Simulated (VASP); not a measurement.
# ZnS (F-43m) in VASP: a series of runs

The runs below take ZnS through single point, with PBE.

Program: VASP 6.6.1. These are calculated values, not measurements. Logs are shortened: lines on timing, memory, paths and dates and some standing lists are left out, and cuts for length are marked.

**Experimental background.**

“Electronic, vibrational, and thermodynamic properties of ZnS (zincblende and rocksalt structure)”, 2009, arxiv:0911.5022 quotes, for a bulk crystal of ZnS at 19 K: band gap 3.85 eV (direct).

The runs below are set against these values where they give the same quantity.

## Step 1: The cell of the first run

The structure is cubic, space group F-43m (No. 216). Conventional cell: a = 5.404 Å, b = 5.404 Å, c = 5.404 Å, α = 90.00°, β = 90.00°, γ = 90.00°. Within 3.1 Å of Zn (site symmetry -43m) lie 4 S at 2.34 Å. S (site symmetry -43m) has 4 Zn at 2.34 Å within 3.1 Å.

## Step 2: Single point, PBE

The input, INCAR:

```
SYSTEM = ZnS
PREC     = Accurate       ! precision mode
ENCUT    = 500            ! plane-wave cutoff, eV
EDIFF    = 1E-6           ! SCF threshold, eV
ISMEAR   = 0              ! smearing method
SIGMA    = 0.01           ! smearing width, eV
LREAL    = .False.        ! projectors in reciprocal space
LASPH    = .True.         ! aspherical terms in the spheres
NELM     = 120            ! most SCF steps
ALGO     = Normal         ! electronic algorithm
ISIF     = 2              ! what is computed and relaxed
LWAVE    = .False.        ! write WAVECAR
LCHARG   = .True.         ! write CHGCAR
GGA      = PE             ! functional
LELF     = .True.         ! ELF
LVHAR    = .True.       
NBANDS   = 16             ! bands
GGA_COMPAT= .False.
```

The input, KPOINTS:

```
Automatic mesh
0
Gamma
  3 3 3
  0 0 0
```

The input, POSCAR:

```
ZnS
1.0
    0.0000000000      2.7020000000      2.7020000000
    2.7020000000      0.0000000000      2.7020000000
    2.7020000000      2.7020000000      0.0000000000
Zn S
1 1
Direct
    0.2500000000      0.2500000000      0.2500000000
    0.0000000000      0.0000000000      0.0000000000
```

Potentials or basis: VASP PAW PBE potentials, release 64 (Zn, S).

The run is started by

```console
$ cat potpaw_PBE.64/Zn/POTCAR potpaw_PBE.64/S/POTCAR > POTCAR
$ mpirun -np 1 vasp_std > vasp.out
```

OUTCAR:

```text
SYSTEM = ZnS
   PREC = Accurate
   ENCUT = 500
   EDIFF = 1E-6
   ISMEAR = 0
   LREAL = .False.
   LASPH = .True.
   NELM = 120
   ISIF = 2
   GGA = PE

 ion  position               nearest neighbor table
   1  0.250  0.250  0.250-   2 2.34   2 2.34   2 2.34   2 2.34
   2  0.000  0.000  0.000-   1 2.34   1 2.34   1 2.34   1 2.34

  LATTYP: Found a face centered cubic cell.
 ALAT       =     5.4040000000

  Lattice vectors:

 A1 = (   0.0000000000,   2.7020000000,   2.7020000000)
 A2 = (   2.7020000000,   0.0000000000,   2.7020000000)
 A3 = (   2.7020000000,   2.7020000000,   0.0000000000)

Analysis of symmetry for initial positions (statically):
=====================================================================
 Subroutine PRICEL returns:
 Original cell was already a primitive cell.

 Routine SETGRP: Setting up the symmetry group for a
 face centered cubic supercell.

 Subroutine GETGRP returns: Found 24 space group operations
 (whereof 24 operations were pure point group operations)
 out of a pool of 48 trial point group operations.

The static configuration has the point symmetry T_d .

Analysis of symmetry for dynamics (positions and initial velocities):
=====================================================================
 Subroutine PRICEL returns:
 Original cell was already a primitive cell.

 Routine SETGRP: Setting up the symmetry group for a
 face centered cubic supercell.

 Subroutine GETGRP returns: Found 24 space group operations
 (whereof 24 operations were pure point group operations)
 out of a pool of 48 trial point group operations.

The dynamic configuration has the point symmetry T_d .

 Subroutine INISYM returns: Found 24 space group operations
 (whereof 24 operations are pure point group operations),
 and found     1 'primitive' translations

----------------------------------------------------------------------------------------

                                     Primitive cell

  volume of cell :      39.4535

  direct lattice vectors                    reciprocal lattice vectors
     0.000000000  2.702000000  2.702000000    -0.185048113  0.185048113  0.185048113
     2.702000000  0.000000000  2.702000000     0.185048113 -0.185048113  0.185048113
     2.702000000  2.702000000  0.000000000     0.185048113  0.185048113 -0.185048113

  length of vectors
     3.821205046  3.821205046  3.821205046     0.320512733  0.320512733  0.320512733

  position of ions in fractional coordinates (direct lattice)
     0.250000000  0.250000000  0.250000000
     0.000000000  0.000000000  0.000000000

  ion indices of the primitive-cell ions
   primitive index   ion index
                 1           1
                 2           2

----------------------------------------------------------------------------------------

 KPOINTS: Automatic mesh

Automatic generation of k-mesh.
 Grid dimensions read from file:
 generate k-points for:    3    3    3

 Generating k-lattice:

  Cartesian coordinates                     Fractional coordinates (reciprocal lattice)
    -0.061682704  0.061682704  0.061682704     0.333333333  0.000000000  0.000000000
     0.061682704 -0.061682704  0.061682704     0.000000000  0.333333333  0.000000000
     0.061682704  0.061682704 -0.061682704     0.000000000  0.000000000  0.333333333

  Length of vectors
     0.106837578  0.106837578  0.106837578

  Shift w.r.t. Gamma in fractional coordinates (k-lattice)
     0.000000000  0.000000000  0.000000000

 Subroutine IBZKPT returns following result:
 ===========================================

 Found      4 irreducible k-points:

 Following reciprocal coordinates:
            Coordinates               Weight
  0.000000  0.000000  0.000000      1.000000
  0.333333  0.000000  0.000000      8.000000
  0.333333  0.333333  0.000000      6.000000
 -0.333333  0.333333  0.000000     12.000000
   k-points           NKPTS =      4   k-points in BZ     NKDIM =      4   number of bands    NBANDS=     16
   number of dos      NEDOS =    301   number of ions     NIONS =      2
   total plane-waves  NPLWV =  21952
   dimension x,y,z NGX =    28 NGY =   28 NGZ =   28
   dimension x,y,z NGXF=    56 NGYF=   56 NGZF=   56
   ions per type =               1   1
   NGX,Y,Z   is equivalent  to a cutoff of  12.18, 12.18, 12.18 a.u.
   NGXF,Y,Z  is equivalent  to a cutoff of  24.36, 24.36, 24.36 a.u.
 SYSTEM =  ZnS
   PREC   = accura    normal or accurate (medium, high low for compatibility)
   ISTART =      0    job   : 0-new  1-cont  2-samecut
   ICHARG =      2    charge: 1-file 2-atom 10-const
   ISPIN  =      1    spin polarized calculation?
   LNONCOLLINEAR =      F non collinear calculations
   LSORBIT =      F    spin-orbit coupling
   LASPH  =      T    aspherical Exc in radial PAW
   ENCUT  =  500.0 eV  36.75 Ry    6.06 a.u.   6.97  6.97  6.97*2*pi/ulx,y,z
   NELM   =    120;   NELMIN=  2; NELMDL= -5     # of ELM steps
   EDIFF  = 0.1E-05   stopping-criterion for ELM
   LREAL  =      F    real-space projection
   EDIFFG = 0.1E-04   stopping-criterion for IOM
   NSW    =      0    number of steps for IOM
   IBRION =     -1    ionic relax: 0-MD 1-quasi-New 2-CG
   NFREE  =      0    steps in history (QN), initial steepest desc. (CG)
   ISIF   =      2    stress and relaxation
   ISYM   =      2    0-nonsym 1-usesym 2-fastsym
   POTIM  = 0.5000    time-step for ionic-motion
   TEBEG  =    0.0;   TEEND  =   0.0 temperature during run
   PSTRESS=    0.0 pullay stress
   NELECT =      18.0000    total number of electrons
   NUPDOWN=      -1.0000    fix difference up-down
   EMIN   =  10.00;   EMAX   =-10.00  energy-range for DOS
   EFERMI =   0.00;   METHOD = LEGACY
   ISMEAR =     0;   SIGMA  =   0.01  broadening in eV -4-tet -1-fermi 0-gaus
   EFERMI_NEDOS =   21; number of points for ismear=-14 and -15
   IALGO  =     38    algorithm
   IMIX   =      4    mixing-type and parameters
     AMIX     =   0.40;   BMIX     =  1.00
     AMIX_MAG =   1.60;   BMIX_MAG =  1.00
  volume/ion in A,a.u.               =      19.73       133.12
  Fermi-wavevector in a.u.,A,eV,Ry     =   1.260290  2.381602 21.610537  1.588330
  Thomas-Fermi vector in A             =   2.393807
   LORBIT       =      0    0 simple, 1 ext, 2 COOP (PROOUT), +10 PAW based schemes
   GGA     = PE    functional components
   LHFCALC =     F    Hartree Fock is set to
   AEXX    =    0.0000 exact exchange contribution
   IVDW    =     0    specifies the selected vdW correction
   LEPSILON=     F    determine dielectric tensor
   LRPA    =     F    only Hartree local field effects (RPA)
 non-spin polarized calculation
 Gauss-broadening in eV      SIGMA  =   0.01
  energy-cutoff  :      500.00
  volume of cell :       39.45
 maximum number of plane-waves:      1018
   NGX = 13   NGY = 13   NGZ = 13

 number of electron      18.0000000 magnetization

 Free energy of the ion-electron system (eV)
  ---------------------------------------------------
  ext. energy  EPLUGINS =         0.00000000
  ---------------------------------------------------
  free energy    TOTEN  =        -6.62790629 eV

  energy without entropy =       -6.62790629  energy(sigma->0) =       -6.62790629

 E-fermi :   2.3139     XC(G=0):  -9.5918

 val. band max:        2.1952075735   @ k =   0.0000   0.0000   0.0000
 cond. band min:       4.2770136538   @ k =   0.0000   0.0000   0.0000
 fundamental gap:      2.0818060803
 Fermi energy:         2.3138695183

 k-point     1 :       0.0000    0.0000    0.0000
  band No.  band energies     occupation
      1     -10.9404      2.00000
      2      -4.2236      2.00000
      3      -4.2236      2.00000
      4      -4.2236      2.00000
      5      -3.7365      2.00000
      6      -3.7365      2.00000
      7       2.1952      2.00000
      8       2.1952      2.00000
      9       2.1952      2.00000
     10       4.2770      0.00000
     11       8.5315      0.00000
     12       8.5315      0.00000
     13       8.5315      0.00000
     14      13.9148      0.00000
     15      13.9148      0.00000
     16      14.0273      0.00000

 k-point     2 :       0.3333    0.0000    0.0000
  band No.  band energies     occupation
      1     -10.2718      2.00000
      2      -4.1307      2.00000
      3      -4.1307      2.00000
      4      -4.0546      2.00000
      5      -3.7244      2.00000
      6      -3.7244      2.00000
      7      -1.7338      2.00000
      8       1.5156      2.00000
      9       1.5156      2.00000
     10       5.5894      0.00000
     11       9.1826      0.00000
     12       9.1826      0.00000
     13      10.0205      0.00000
     14      13.7387      0.00000
     15      13.7387      0.00000
     16      14.0210      0.00000

 k-point     3 :       0.3333    0.3333    0.0000
  band No.  band energies     occupation
      1     -10.0472      2.00000
      2      -4.2652      2.00000
      3      -3.9894      2.00000
      4      -3.9894      2.00000
      5      -3.7448      2.00000
      6      -3.6802      2.00000
      7      -1.3226      2.00000
      8       0.4368      2.00000
      9       0.4368      2.00000
     10       6.0719      0.00000
     11       6.6372      0.00000
     12      11.5849      0.00000
     13      11.9717      0.00000
     14      11.9717      0.00000
     15      15.1999      0.00000
     16      19.2802      0.00000

 k-point     4 :      -0.3333    0.3333    0.0000
  band No.  band energies     occupation
      1      -9.7664      2.00000
      2      -4.1144      2.00000
      3      -3.9838      2.00000
      4      -3.7935      2.00000
      5      -3.7212      2.00000
      6      -3.4481      2.00000
      7      -2.4267      2.00000
      8      -0.9796      2.00000
      9       0.6568      2.00000
     10       6.5837      0.00000
     11       8.7563      0.00000
     12      10.9848      0.00000
     13      11.1848      0.00000
     14      12.7612      0.00000
     15      13.8507      0.00000
     16      18.6901      0.00000

------------------------ aborting loop because EDIFF is reached ----------------------------------------

  FORCE on cell =-STRESS in cart. coord.  units (eV):
  Direction    XX          YY          ZZ          XY          YZ          ZX
  --------------------------------------------------------------------------------------
  -------------------------------------------------------------------------------------
  Total        0.7432099      0.7432099      0.7432099      0.0000000     -0.0000000     -0.0000000
  in kB       30.1811688     30.1811688     30.1811688      0.0000000     -0.0000000     -0.0000000
  external PRESSURE =      30.1811688 kB  Pullay stress =       0.0000000 kB

 VOLUME and BASIS-vectors are now :
 -----------------------------------------------------------------------------
  energy-cutoff  :      500.00
  volume of cell :       39.45
      direct lattice vectors                 reciprocal lattice vectors
     0.000000000  2.702000000  2.702000000    -0.185048113  0.185048113  0.185048113
     2.702000000  0.000000000  2.702000000     0.185048113 -0.185048113  0.185048113
     2.702000000  2.702000000  0.000000000     0.185048113  0.185048113 -0.185048113

 POSITION                                       TOTAL-FORCE (eV/Angst)
 -----------------------------------------------------------------------------------
      1.35100      1.35100      1.35100         0.000000     -0.000000     -0.000000
      0.00000      0.00000      0.00000        -0.000000      0.000000      0.000000
 -----------------------------------------------------------------------------------
    total drift:                               -0.000000     -0.000000     -0.000000

  FREE ENERGIE OF THE ION-ELECTRON SYSTEM (eV)
  ---------------------------------------------------
  free  energy   TOTEN  =        -6.6279062948 eV

  energy  without entropy=       -6.6279062948  energy(sigma->0) =       -6.62790629
```

Run time: 8.2 s. Hardware: 1 thread of AMD EPYC 7R13, shared host; peak memory 0.12 GiB.

Results:

```
Free energy            : -6.6279 eV
Pressure               : 3.0 GPa
Band gap on the k mesh : 2.08 eV, direct
```

Caveat: the k points lie up to 0.67 Å⁻¹ apart.

## Step 3: Single point, PBE

The input, INCAR:

```
SYSTEM = ZnS
  PREC = Accurate
  ENCUT = 500
  EDIFF = 1E-6
  ISMEAR = 0
  SIGMA = 0.01
  LREAL = .False.
  LASPH = .True.
  NELM = 120
  ALGO = Normal
  ISIF = 2
  LWAVE = .False.
  LCHARG = .False.
  GGA = PE
  NBANDS = 16
  GGA_COMPAT = .False.
```

The input, KPOINTS:

```
Automatic mesh
0
Gamma
  7 7 7
  0 0 0
```

POSCAR is that of step 2.

Potentials or basis: VASP PAW PBE potentials, release 64 (Zn, S).

The run is started by

```console
$ cat potpaw_PBE.64/Zn/POTCAR potpaw_PBE.64/S/POTCAR > POTCAR
$ mpirun -np 1 vasp_std > vasp.out
```

OUTCAR:

```text
SYSTEM = ZnS
   PREC = Accurate
   ENCUT = 500
   EDIFF = 1E-6
   ISMEAR = 0
   LREAL = .False.
   LASPH = .True.
   NELM = 120
   ISIF = 2
   GGA = PE

 ion  position               nearest neighbor table
   1  0.250  0.250  0.250-   2 2.34   2 2.34   2 2.34   2 2.34
   2  0.000  0.000  0.000-   1 2.34   1 2.34   1 2.34   1 2.34

  LATTYP: Found a face centered cubic cell.
 ALAT       =     5.4040000000

  Lattice vectors:

 A1 = (   0.0000000000,   2.7020000000,   2.7020000000)
[... 558 lines left out ...]

------------------------ aborting loop because EDIFF is reached ----------------------------------------

  FORCE on cell =-STRESS in cart. coord.  units (eV):
  Direction    XX          YY          ZZ          XY          YZ          ZX
  --------------------------------------------------------------------------------------
  -------------------------------------------------------------------------------------
  Total        0.4319715      0.4319715      0.4319715      0.0000000      0.0000000     -0.0000000
  in kB       17.5420200     17.5420200     17.5420200      0.0000000      0.0000000     -0.0000000
  external PRESSURE =      17.5420200 kB  Pullay stress =       0.0000000 kB

 VOLUME and BASIS-vectors are now :
 -----------------------------------------------------------------------------
  energy-cutoff  :      500.00
  volume of cell :       39.45
      direct lattice vectors                 reciprocal lattice vectors
     0.000000000  2.702000000  2.702000000    -0.185048113  0.185048113  0.185048113
     2.702000000  0.000000000  2.702000000     0.185048113 -0.185048113  0.185048113
     2.702000000  2.702000000  0.000000000     0.185048113  0.185048113 -0.185048113

 POSITION                                       TOTAL-FORCE (eV/Angst)
 -----------------------------------------------------------------------------------
      1.35100      1.35100      1.35100        -0.000000     -0.000000     -0.000000
      0.00000      0.00000      0.00000         0.000000      0.000000      0.000000
 -----------------------------------------------------------------------------------
    total drift:                               -0.000001     -0.000001     -0.000000

  FREE ENERGIE OF THE ION-ELECTRON SYSTEM (eV)
  ---------------------------------------------------
  free  energy   TOTEN  =        -6.8462001130 eV

  energy  without entropy=       -6.8462001130  energy(sigma->0) =       -6.84620011
```

stdout:

```text
POSCAR found type information on POSCAR ZnS
 POSCAR found :  2 types and       2 ions
 scaLAPACK will be used
 LDA part: xc-table for (Slater+PW92), standard interpolation
 POSCAR, INCAR and KPOINTS ok, starting setup
 FFT: planning ... GRIDC
 FFT: planning ... GRID_SOFT
 FFT: planning ... GRID
 WAVECAR not read
 entering main loop
```

Wall time 18 s (1 thread of AMD EPYC 7R13, shared host); peak memory 0.13 GiB.

What came out:

```yaml
Free_energy: -6.8462 eV
Pressure: 1.8 GPa
Band_gap_on_the_k_mesh: 2.11 eV, direct
```

## Step 4: Against experiment

Step 3. Against the measured gap of ZnS, 3.85 eV (direct; 19 K; quoted in “Electronic, vibrational, and thermodynamic properties of ZnS (zincblende and rocksalt structure)”, 2009, arxiv:0911.5022), the calculated 2.11 eV is off by -1.74 eV. The value is that of PBE, without temperature or zero-point motion. Semilocal functionals fall short of measured gaps as a rule.
